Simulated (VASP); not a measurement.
# SnH5 (P6/mmm) in VASP: further runs, part 2 of 2

VASP 6.6.1.

## Step 3: Single point, PBE

This run uses another cell than the first one, of 10.97 Å³/atom, 1.019 times its volume.

INCAR reads:

```
PREC     = Accurate       # precision mode
ENCUT    = 520            # plane-wave cutoff, eV
EDIFF    = 1E-6           # SCF threshold, eV
ISMEAR   = 0              # smearing method
SIGMA    = 0.1            # smearing width, eV
LREAL    = False          # projectors in reciprocal space
LASPH    = True           # aspherical terms in the spheres
NELM     = 100            # most SCF steps
ALGO     = Normal         # electronic algorithm
ISIF     = 2              # what is computed and relaxed
LWAVE    = False          # write WAVECAR
LCHARG   = False          # write CHGCAR
GGA      = PE             # functional
NBANDS   = 18             # bands
```

KPOINTS reads:

```
Automatic mesh
0
Gamma
  6 6 2
```

POSCAR reads:

```
SnH5
1.0
    3.0812253700      0.0000000000      0.0000000000
   -1.5406126800      2.6684194400      0.0000000000
    0.0000000000      0.0000000000      8.0075615100
Sn H
1 5
Direct
    0.0000000000      0.0000000000      0.5000000000
    0.5000000000      0.0000000000      0.0000000000
    0.0000000000      0.5000000000      0.0000000000
    0.5000000000      0.5000000000      0.0000000000
    0.0000000000      0.0000000000      0.0906683200
    0.0000000000      0.0000000000      0.9093316800
```

Potentials or basis: VASP PAW PBE potentials, release 64 (Sn_d, H).

Launch:

```
> cat potpaw_PBE.64/Sn_d/POTCAR potpaw_PBE.64/H/POTCAR > POTCAR
> mpirun -np 1 vasp_std > vasp.out
```

OUTCAR:

```text
PREC = Accurate
   ENCUT = 520
   EDIFF = 1E-6
   ISMEAR = 0
   LREAL = False
   LASPH = True
   NELM = 100
   ISIF = 2
   GGA = PE

 ion  position               nearest neighbor table
   1  0.000  0.000  0.500-
   2  0.500  0.000  0.000-
   3  0.000  0.500  0.000-
   4  0.500  0.500  0.000-
   5  0.000  0.000  0.091-
   6  0.000  0.000  0.909-

  LATTYP: Found a hexagonal cell.
 ALAT       =     3.0812253700
 C/A-ratio  =     2.5988236979

  Lattice vectors:

 A1 = (   3.0812253700,   0.0000000000,   0.0000000000)
 A2 = (  -1.5406126800,   2.6684194400,   0.0000000000)
 A3 = (   0.0000000000,   0.0000000000,   8.0075615100)

Analysis of symmetry for initial positions (statically):
=====================================================================
 Subroutine PRICEL returns:
 Original cell was already a primitive cell.

 Routine SETGRP: Setting up the symmetry group for a
 hexagonal supercell.

 Subroutine GETGRP returns: Found 24 space group operations
[... 162 lines left out ...]

 E-fermi :   2.2288     XC(G=0):  -8.4925

 val. band max:        2.1363544516   @ k =   0.1667   0.1667   0.5000
 cond. band min:       2.2591343966   @ k =   0.3333  -0.0000   0.5000
 fundamental gap:      0.1227799450
 Fermi energy:         2.2288489484

 k-point     1 :       0.0000    0.0000    0.0000
  band No.  band energies     occupation
      1     -19.5569      2.00000
      2     -19.4724      2.00000
      3     -19.4724      2.00000
      4     -19.3134      2.00000
      5     -19.3134      2.00000
      6      -9.0439      2.00000
[... 271 lines left out ...]
      5     -19.3391      2.00000
      6      -3.3105      2.00000
[... 10 lines left out ...]
     17      10.3461      0.00000
     18      10.9343      0.00000

------------------------ aborting loop because EDIFF is reached ----------------------------------------

  FORCE on cell =-STRESS in cart. coord.  units (eV):
  Direction    XX          YY          ZZ          XY          YZ          ZX
  --------------------------------------------------------------------------------------
  -------------------------------------------------------------------------------------
  Total       -1.0749930     -1.0749930     -4.0990261     -0.0000000      0.0000000     -0.0000000
  in kB      -26.1600373    -26.1600372    -99.7501183     -0.0000000      0.0000000     -0.0000000
  external PRESSURE =     -50.6900642 kB  Pullay stress =       0.0000000 kB

 VOLUME and BASIS-vectors are now :
 -----------------------------------------------------------------------------
  energy-cutoff  :      520.00
  volume of cell :       65.84
      direct lattice vectors                 reciprocal lattice vectors
     3.081225370  0.000000000  0.000000000     0.324546205  0.187376838  0.000000000
    -1.540612680  2.668419440  0.000000000     0.000000000  0.374753678  0.000000000
     0.000000000  0.000000000  8.007561510     0.000000000  0.000000000  0.124881963

 POSITION                                       TOTAL-FORCE (eV/Angst)
 -----------------------------------------------------------------------------------
      0.00000      0.00000      4.00378         0.000000      0.000000      0.000000
      1.54061      0.00000      0.00000         0.000000      0.000000      0.000000
     -0.77031      1.33421      0.00000         0.000000      0.000000      0.000000
      0.77031      1.33421      0.00000         0.000000      0.000000      0.000000
      0.00000      0.00000      0.72603         0.000000     -0.000000     -1.061120
      0.00000      0.00000      7.28153        -0.000000      0.000000      1.061120
 -----------------------------------------------------------------------------------
    total drift:                                0.000000      0.000000      0.000000

  FREE ENERGIE OF THE ION-ELECTRON SYSTEM (eV)
  ---------------------------------------------------
  free  energy   TOTEN  =       -13.6793686369 eV

  energy  without entropy=      -13.6627226807  energy(sigma->0) =      -13.67104566
```

OSZICAR:

```text
N       E                     dE             d eps       ncg     rms          rms(c)
DAV:   1     0.104571111081E+03    0.10457E+03   -0.90091E+03   508   0.115E+03
DAV:   2    -0.290633291850E+01   -0.10748E+03   -0.10352E+03   528   0.299E+02
DAV:   3    -0.137332404739E+02   -0.10827E+02   -0.10713E+02   662   0.835E+01
DAV:   4    -0.140084186438E+02   -0.27518E+00   -0.27488E+00   576   0.139E+01
DAV:   5    -0.140155615748E+02   -0.71429E-02   -0.71422E-02   646   0.228E+00    0.253E+00
DAV:   6    -0.137704001203E+02    0.24516E+00   -0.35735E+00   570   0.351E+00    0.157E+00
DAV:   7    -0.136873252841E+02    0.83075E-01   -0.22684E-01   548   0.155E+00    0.776E-01
DAV:   8    -0.136800515077E+02    0.72738E-02   -0.20778E-02   558   0.724E-01    0.371E-01
DAV:   9    -0.136793890105E+02    0.66250E-03   -0.62481E-03   546   0.428E-01    0.751E-02
DAV:  10    -0.136793851075E+02    0.39031E-05   -0.11649E-03   566   0.218E-01    0.575E-02
DAV:  11    -0.136793732725E+02    0.11835E-04   -0.40388E-04   552   0.585E-02    0.159E-02
DAV:  12    -0.136793701863E+02    0.30863E-05   -0.65903E-05   550   0.269E-02    0.608E-03
DAV:  13    -0.136793686085E+02    0.15778E-05   -0.10634E-05   530   0.131E-02    0.958E-04
DAV:  14    -0.136793686369E+02   -0.28386E-07   -0.52146E-07   332   0.412E-03
   1 F= -.13679369E+02 E0= -.13671046E+02  d E =-.166460E-01
```

It took 13 s on 1 thread of Intel Xeon Platinum 8259CL at 2.50GHz (Skylake/Cascade Lake), shared host; peak memory 0.18 GiB.

What came out:

| Item | Value |
| --- | --- |
| Free energy | -13.6794 eV |
| Pressure | -5.1 GPa |
| Largest force | 1.061 eV/Å |

Forces in eV/Å, atoms in the order of the input:
```
Sn   0.000  0.000  0.000
H    0.000  0.000  0.000
H    0.000  0.000  0.000
H    0.000  0.000  0.000
H    0.000  0.000 -1.061
H    0.000  0.000  1.061
```

Caveat: the k points lie up to 0.39 Å⁻¹ apart; spin-orbit coupling is left out, which moves the levels of the heavy elements; forces of over 1 eV/Å act on the atoms, so gaps and moduli don't describe the material at rest.

## Step 4: Relaxation of cell and atoms, PBE

This run uses another cell than the first one, of 10.97 Å³/atom, 1.019 times its volume.

INCAR reads:

```
PREC     = Accurate       # precision mode
ENCUT    = 600            # plane-wave cutoff, eV
EDIFF    = 1E-7           # SCF threshold, eV
ISMEAR   = 0              # smearing method
SIGMA    = 0.1            # smearing width, eV
LREAL    = False          # projectors in reciprocal space
LASPH    = True           # aspherical terms in the spheres
NELM     = 100            # most SCF steps
ALGO     = Normal         # electronic algorithm
ISIF     = 3              # what is computed and relaxed
LWAVE    = False          # write WAVECAR
LCHARG   = False          # write CHGCAR
GGA      = PE             # functional
IBRION   = 2              # ionic algorithm
NSW      = 90             # ionic steps
EDIFFG   = -0.04          # ionic threshold
```

KPOINTS is that of step 3.

POSCAR is that of step 3.

Potentials or basis: VASP PAW PBE potentials, release 64 (Sn_d, H).

Launch:

```
> cat potpaw_PBE.64/Sn_d/POTCAR potpaw_PBE.64/H/POTCAR > POTCAR
> mpirun -np 1 vasp_std > vasp.out
```

OUTCAR:

```text
PREC = Accurate
   ENCUT = 600
   EDIFF = 1E-7
   ISMEAR = 0
   LREAL = False
   LASPH = True
   NELM = 100
   ISIF = 3
   GGA = PE
   IBRION = 2
   NSW = 90
   EDIFFG = -0.04

 ion  position               nearest neighbor table
   1  0.000  0.000  0.500-
   2  0.500  0.000  0.000-
   3  0.000  0.500  0.000-
   4  0.500  0.500  0.000-
   5  0.000  0.000  0.091-
   6  0.000  0.000  0.909-

  LATTYP: Found a hexagonal cell.
 ALAT       =     3.0812253700
 C/A-ratio  =     2.5988236979

  Lattice vectors:

 A1 = (   3.0812253700,   0.0000000000,   0.0000000000)
 A2 = (  -1.5406126800,   2.6684194400,   0.0000000000)
 A3 = (   0.0000000000,   0.0000000000,   8.0075615100)

Analysis of symmetry for initial positions (statically):
[... 737 lines left out ...]
  band No.  band energies     occupation
      1     -17.1377      2.00000
      2     -17.1377      2.00000
      3     -17.1209      2.00000
      4     -17.1209      2.00000
      5     -17.0817      2.00000
      6      -3.6969      2.00000
      7      -0.9074      2.00000
      8      -0.2958      2.00000
      9      -0.2958      2.00000
     10       2.7180      2.00000
     11       2.7180      2.00000
     12       8.8555      0.00000
     13      10.2672      0.00000

[... ionic steps 4 to 34 ...]

--------------------------------------- Ionic step       35  -------------------------------------------

 number of electron      18.9999996 magnetization

------------------------ aborting loop because EDIFF is reached ----------------------------------------
[... 75 lines left out ...]
--------------------------------------- Ionic step       37  -------------------------------------------

 number of electron      18.9999999 magnetization

 Free energy of the ion-electron system (eV)
  ---------------------------------------------------
  ext. energy  EPLUGINS =         0.00000000
  ---------------------------------------------------
  free energy    TOTEN  =       -15.57661358 eV

  energy without entropy =      -15.57327422  energy(sigma->0) =      -15.57494390

 E-fermi :   5.4017     XC(G=0): -10.2718

 val. band max:        5.2279116244   @ k =   0.1667   0.1667   0.0000
 cond. band min:       5.4691436809   @ k =   0.1667   0.1667   0.5000
 fundamental gap:      0.2412320565
 Fermi energy:         5.4016915562
[... 255 lines left out ...]
  FREE ENERGIE OF THE ION-ELECTRON SYSTEM (eV)
  ---------------------------------------------------
  free  energy   TOTEN  =       -15.5766135820 eV

  energy  without entropy=      -15.5732742186  energy(sigma->0) =      -15.57494390

 reached required accuracy - stopping structural energy minimisation
```

Wall time 9 min (1 thread of Intel Xeon Platinum 8259CL at 2.50GHz (Skylake/Cascade Lake), shared host); peak memory 0.24 GiB.

Results:

| Item | Value |
| --- | --- |
| Free energy | -15.5766 eV |
| Relaxed volume | 7.47 Å³/atom |
| Relaxed cell | a = 3.130 Å, b = 3.130 Å, c = 5.278 Å, α = 90.00°, β = 90.00°, γ = 120.00° |
| Space group after relaxing (to 0.05 Å) | P6/mmm (No. 191) |
| Energy gained by relaxing | 316.2 meV/atom |
| Ionic steps | 37 |
| Pressure after relaxing | 0.3 GPa |
| Largest force after relaxing | 0.015 eV/Å |

Forces on the atoms (eV/Å):
```
Sn   0.000  0.000  0.000
H    0.000  0.000  0.000
H    0.000  0.000  0.000
H    0.000  0.000  0.000
H    0.000  0.000  0.015
H    0.000  0.000 -0.015
```

The path:
```tsv
step	energy change (eV)	largest force (eV/Å)	pressure (GPa)	volume (Å³)
1	0.0000	1.0602	-4.99	65.84
2	-0.2466	0.9598	-4.17	62.62
3	-0.8104	1.2393	4.97	53.46
4	29.3638	268.7563	119.41	37.20
5	-0.6677	0.6507	0.91	53.22
6	-0.4157	4.2286	20.75	44.88
7	-0.7055	0.4274	2.03	51.86
8	-0.7345	0.2329	6.45	49.43
9	-1.0515	1.8538	9.23	50.07
10	-1.0564	1.4098	9.19	50.03
11	-1.1833	1.9918	5.55	51.94
12	-1.2305	2.3973	3.80	53.38
13	-1.3318	0.5770	-1.87	55.22
14	-1.3413	0.0792	-0.51	54.73
15	-1.3413	0.1116	-0.59	54.76
16	-1.3462	0.0666	-0.83	54.75
17	-1.3562	0.0735	-1.49	54.72
18	-1.3586	0.4532	-2.47	54.62
19	-1.4295	1.0372	-3.41	54.23
20	-1.1742	2.7359	-1.77	52.69
21	-1.4230	1.3124	-3.29	54.09
22	-1.4233	1.2670	-3.26	54.15
23	-1.4247	1.2550	-3.29	54.14
24	-1.4283	1.2195	-3.38	54.10
25	-1.4329	1.1514	-3.54	54.01
26	-1.4329	1.1035	-3.80	53.84
27	-1.4399	1.0339	-3.85	53.77
28	-1.4590	0.8474	-4.01	53.57
29	-1.4909	0.6290	-4.38	53.18
30	-1.5506	0.5403	-5.21	52.39
31	-1.6307	0.0634	-5.46	50.83
32	-1.7570	0.4442	-4.31	47.78
33	-1.8357	0.0991	6.64	41.98
34	-1.8749	0.2138	1.23	43.96
35	-1.8926	0.0719	1.20	44.16
36	-1.8946	0.0054	1.26	44.25
37	-1.8972	0.0149	0.30	44.79
```

Final structure:
```xyz
6
Lattice="3.1305 0.0000 0.0000 -1.5652 2.7111 0.0000 0.0000 0.0000 5.2780" Properties=species:S:1:pos:R:3 pbc="T T T"
Sn    0.0000    0.0000    2.6390
H     1.5652    0.0000    0.0000
H    -0.7826    1.3555    0.0000
H     0.7826    1.3555    0.0000
H     0.0000    0.0000    0.7614
H     0.0000    0.0000    4.5165
```

Caveat: the k points lie up to 0.60 Å⁻¹ apart in the final cell; the volume moved by over 15 % at a fixed basis, so the end points are rough; spin-orbit coupling is left out, which moves the levels of the heavy elements.

## Step 5: Single point, PBE

This run uses another cell than the first one, of 11.05 Å³/atom, 1.026 times its volume.

INCAR reads:

```
SYSTEM = SnH5
  PREC = Accurate
  ENCUT = 520
  EDIFF = 1E-6
  ISMEAR = 0
  SIGMA = 0.1
  LREAL = .False.
  LASPH = .True.
  NELM = 100
  ALGO = Normal
  ISIF = 2
  LWAVE = .False.
  LCHARG = .False.
  GGA = PE
  NBANDS = 18
```

KPOINTS reads:

```
Automatic mesh
0
Gamma
  12 12 6
  0 0 0
```

POSCAR reads:

```
SnH5
1.0
    2.9404900250      0.0000000000      0.0000000000
   -1.4702450125      2.5465390612      0.0000000000
    0.0000000000      0.0000000000      8.8530262566
Sn H
1 5
Direct
    0.0000000000      0.0000000000      0.5000000000
    0.5000000000      0.0000000000      0.0000000000
    0.0000000000      0.5000000000      0.0000000000
    0.5000000000      0.5000000000      0.0000000000
    0.0000000000      0.0000000000      0.2977902181
    0.0000000000      0.0000000000      0.7022097819
```

Launch:

```
> cat potpaw_PBE.64/Sn_d/POTCAR potpaw_PBE.64/H/POTCAR > POTCAR
> mpirun -np 1 vasp_std > vasp.out
```

Wall time 74 s (1 thread of Intel Xeon Platinum 8259CL at 2.50GHz (Skylake/Cascade Lake), shared host); peak memory 0.24 GiB.

The run converged. Its results:

```yaml
Free_energy: -16.1689 eV
Pressure: -0.1 GPa
Largest_force: 0.006 eV/Å
```

Forces on the atoms (eV/Å):
```
Sn   0.000  0.000  0.000
H    0.000  0.000  0.000
H    0.000  0.000  0.000
H    0.000  0.000  0.000
H    0.000  0.000  0.006
H    0.000  0.000 -0.006
```

Levels at points of the mesh, in eV from the Fermi level:
| k point | band 6 | band 7 | band 8 | band 9 | band 10 | band 11 | band 12 | band 13 |
| --- | --- | --- | --- | --- | --- | --- | --- | --- |
| (0.00, 0.00, 0.00) | -11.30 | -8.79 | -5.71 | -0.57 | 3.41 | 8.25 | 8.25 | 8.26 |
| (0.50, 0.00, 0.00) | -5.97 | -4.67 | -4.11 | -2.93 | -1.96 | 2.73 | 4.89 | 6.24 |
| (0.00, 0.00, 0.50) | -11.29 | -8.82 | -5.61 | -0.96 | 5.07 | 5.98 | 8.25 | 8.25 |
| (0.50, 0.00, 0.50) | -5.97 | -4.66 | -4.12 | -3.03 | -1.80 | 2.55 | 5.10 | 6.30 |

Caveat: spin-orbit coupling is left out, which moves the levels of the heavy elements.

## Step 6: Overview

| task | cell | k mesh | cutoff (eV) | gap on the mesh (eV) | pressure (GPa) | largest force (eV/Å) |
| --- | --- | --- | --- | --- | --- | --- |
| single point | a = 2.931, b = 2.931, c = 8.683 Å, angles 90.0, 90.0, 120.0°, 6 atoms | 6 × 6 × 2 | 520 | none | -0.1 | 0.01 |
| single point | a = 3.081, b = 3.081, c = 8.008 Å, angles 90.0, 90.0, 120.0°, 6 atoms | 6 × 6 × 2 | 520 | none | -5.1 | 1.06 |
| relaxation of cell and atoms | relaxed from a = 3.081, b = 3.081, c = 8.008 Å, angles 90.0, 90.0, 120.0°, 6 atoms | 6 × 6 × 2 | 600 | none | 0.3 | 0.01 |
| single point | a = 2.940, b = 2.940, c = 8.853 Å, angles 90.0, 90.0, 120.0°, 6 atoms | 12 × 12 × 6 | 520 | none | -0.1 | 0.01 |

Alike in all rows: level PBE; potentials or basis VASP PAW PBE potentials, release 64 (Sn_d, H); no spin polarisation; smearing gaussian 0.1 eV.

Caveats: some runs use coarse meshes; spin-orbit coupling is left out, which moves the levels of the heavy elements; forces of over 1 eV/Å act on the atoms, so gaps and moduli don't describe the material at rest (some runs); the volume moved by over 15 % at a fixed basis, so the end points are rough (some runs).

Total energies depend on the potentials used, so only differences within one code and one set of settings carry meaning.
